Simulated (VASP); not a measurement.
AlRu:

```xyz
2
Lattice="2.9916 0.0000 0.0000 0.0000 2.9916 0.0000 0.0000 0.0000 2.9916" Properties=species:S:1:pos:R:3 pbc="T T T"
Al    0.0000    0.0000    0.0000
Ru    1.4958    1.4958    1.4958
```

Base run:

```yaml
Program: VASP 6.6.1
Functional: PBE
Dispersion: D3(BJ)
Potentials_or_basis: VASP PAW PBE potentials, release 64 (Al, Ru_pv)
Cutoff: 520 eV
k_mesh: 12 × 12 × 12
Occupations: fermi-dirac, width 0.05 eV
Spin: no spin polarisation
```

Its results: pressure -4.0 GPa.

The run is repeated on the same cell with these changes: dispersion from D3(BJ) to none. What comes out?

Pressure 2.4 GPa.

Dispersion adds attraction, which lowers the pressure at fixed volume and, as a term added to the energy, leaves the levels alone.

Caveats: pairwise dispersion overbinds metals, which lowers pressure and volume (some runs).
